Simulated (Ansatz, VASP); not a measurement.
**Zn2CdTe3: VASP beside Ansatz**

```xyz
6
Lattice="5.4447 0.0000 0.0000 0.0000 5.4447 0.0000 0.0000 0.0000 7.3942" Properties=species:S:1:pos:R:3 pbc="T T T"
Zn    2.7223    0.0000    1.0991
Zn    0.0000    2.7223    1.0991
Cd    0.0000    0.0000    4.9070
Te    0.0000    0.0000    2.0189
Te    2.7223    0.0000    5.8935
Te    0.0000    2.7223    5.8935
```

Alike in both runs: functional PBE; k mesh 8 × 8 × 6; occupations gaussian, width 0.1 eV; no spin polarisation.

Ansatz relaxed the structure, and its values are those at the end. VASP's run is a single point on that final structure, the one shown.

|  | VASP | Ansatz |
| --- | --- | --- |
| version | VASP 6.6.1 | Ansatz 0.2.0 |
| potentials or method | VASP PAW PBE potentials, release 64 (Zn, Cd, Te), cutoff 520 eV | scalar-relativistic, plane waves, PAW |
| valence electrons in the cell | 54 | 92 |

|  | VASP | Ansatz | Ansatz less VASP |
| --- | --- | --- | --- |
| gap on the k mesh at the Fermi level (eV) | none | none | - |
| pressure (GPa) | 0.1 | 0.0 | -0.08 |
| rms of the force components (eV/Å) | 0.006 | 0.000 | -0.0055 |

A gap of «none» marks a metal or a gap that the smearing closes. VASP's potentials hold 54 valence electrons a cell and Ansatz's 92, so a difference there can come from the potentials and not from the codes.

Spin-orbit coupling is off throughout.
